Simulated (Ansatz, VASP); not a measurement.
This is a calculation of Hf for Ansatz 0.2.0.

File input.yaml:

```yaml
crystal:
  lattice:
    - [0.0, 2.22, 2.22]
    - [2.22, 0.0, 2.22]
    - [2.22, 2.22, 0.0]
  atoms:
    - { symbol: Hf, position: [0.0, 0.0, 0.0] }
hamiltonian:
  xc: pbesol
  pseudopotentials: { kind: paw }
  dispersion: d3bj
kpoints:
  mp_grid: { grid: [10, 10, 10] }
scf:
  occupations: { method: fermi_dirac, width: 0.05 }
output:
  forces: true
  stress: true
  eigenvalues: true
relax:
  f_tol: 0.01
  max_steps: 40
  cell: { stress_tol: 0.05 }
```

Potentials or basis: Ansatz PAW.

The run is started by

```console
$ ansatz run input.yaml --threads 2 --pin off --max-ram 5632MiB --backend cpu --events-out ev --progress --plain --runs-dir out
```

Question: Translate it to VASP 6.6.1. Potentials there: VASP PAW PBE potentials, release 64 (Hf_pv).

Answer: As run (the cutoff follows the program's own potentials):

File INCAR:

```
ALGO = Normal
EDIFF = 1E-6
EDIFFG = -0.01
ENCUT = 600
GGA = PS
IBRION = 2
ISIF = 3
ISMEAR = -1
IVDW = 12
LASPH = T
LCHARG = F
LREAL = F
LWAVE = F
NELM = 100
NSW = 60
PREC = Accurate
SIGMA = 0.05
```

The input KPOINTS:

```
k-points
0
Gamma
  10 10 10
```

POSCAR

```
Hf
1.0
    0.0000000000      2.2200000000      2.2200000000
    2.2200000000      0.0000000000      2.2200000000
    2.2200000000      2.2200000000      0.0000000000
Hf
1
Direct
    0.0000000000      0.0000000000      0.0000000000
```

Potentials or basis: VASP PAW PBE potentials, release 64 (Hf_pv).

Command:

```bash
$ cat potpaw_PBE.64/Hf_pv/POTCAR > POTCAR
$ mpirun -np 1 vasp_std > vasp.out
```

Both were run:

|  | VASP | Ansatz | Ansatz less VASP |
| --- | --- | --- | --- |
| gap on the k mesh at the Fermi level, each at its own relaxed structure (eV) | none | none | - |
| relaxed volume (Å³/atom) | 20.71 | 20.78 | +0.066 |
| relaxed cell length with the largest relative difference (Å) | 3.083 | 3.086 | +0.0033 |

VASP's potentials were made for PBE, not for PBEsol. A gap of «none» marks a metal or a gap that the smearing closes. VASP's potentials hold 10 valence electrons a cell and Ansatz's 26, so a difference there can come from the potentials and not from the codes.

Neither program's run includes spin-orbit coupling. Noted on Ansatz's run: the plane-wave basis is chosen anew once the cell has moved, so the energies of steps on either side of that aren't comparable.
